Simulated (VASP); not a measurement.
Write the native input for VASP 6.6.1 that does the following.

```yaml
Task: relaxation of cell and atoms
Functional: PBE
Potentials_or_basis: VASP PAW PBE potentials, release 64 (Sn_d, O)
Cutoff: 600 eV
k_mesh: 6 × 6 × 6
Occupations: gaussian, width 0.02 eV
Spin: no spin polarisation
Dipole_correction: no
Further_INCAR_settings: ALGO = Normal; EDIFF = 1e-07; IBRION = 2; EDIFFG = -0.01; NSW = 80; ISIF = 3
```

The structure of SnO2 lies in POSCAR:

```
SnO2
1.0
    0.0000000000      4.5197834160      4.5197834160
    4.5197834160      0.0000000000      4.5197834160
    4.5197834160      4.5197834160      0.0000000000
Sn O
4 8
Direct
    0.6250000000      0.1250000000      0.1250000000
    0.1250000000      0.6250000000      0.1250000000
    0.1250000000      0.1250000000      0.6250000000
    0.1250000000      0.1250000000      0.1250000000
    0.3270531284      0.8909822905      0.8909822905
    0.8909822905      0.3270531284      0.8909822905
    0.8909822905      0.8909822905      0.3270531284
    0.8909822905      0.8909822905      0.8909822905
    0.9229468716      0.3590177095      0.3590177095
    0.3590177095      0.9229468716      0.3590177095
    0.3590177095      0.3590177095      0.9229468716
    0.3590177095      0.3590177095      0.3590177095
```

The input as run:

INCAR

```
ALGO = Normal
EDIFF = 1E-7
EDIFFG = -0.01
ENCUT = 600
GGA = PE
IBRION = 2
ISIF = 3
ISMEAR = 0
LASPH = True
LCHARG = False
LREAL = False
LWAVE = False
NELM = 60
NSW = 80
PREC = Accurate
SIGMA = 0.02
```

KPOINTS

```
k-points
0
Gamma
  6 6 6
```

Potentials or basis: VASP PAW PBE potentials, release 64 (Sn_d, O).

Command:

```console
$ cat potpaw_PBE.64/Sn_d/POTCAR potpaw_PBE.64/O/POTCAR > POTCAR
$ mpirun -np 1 vasp_std > vasp.out
```

It gave:

```json
{"Relaxed volume": "15.44 Å³/atom", "Relaxed cell": "a = 6.399 Å, b = 6.399 Å, c = 6.399 Å, α = 60.00°, β = 60.00°, γ = 60.00°", "Space group after relaxing (to 0.1 Å)": "Fd-3m (No. 227)", "Energy gained by relaxing": "0.1 meV/atom", "Ionic steps": "3", "Pressure after relaxing": "0.0 GPa", "Band gap on the k mesh": "1.82 eV"}
```

Caveat: spin-orbit coupling is left out, which moves the levels of the heavy elements.

It took 8.3 min on 1 thread of Intel(R) Xeon(R) 6975P-C (Granite Rapids), on a shared host, peak memory 0.5 GiB.
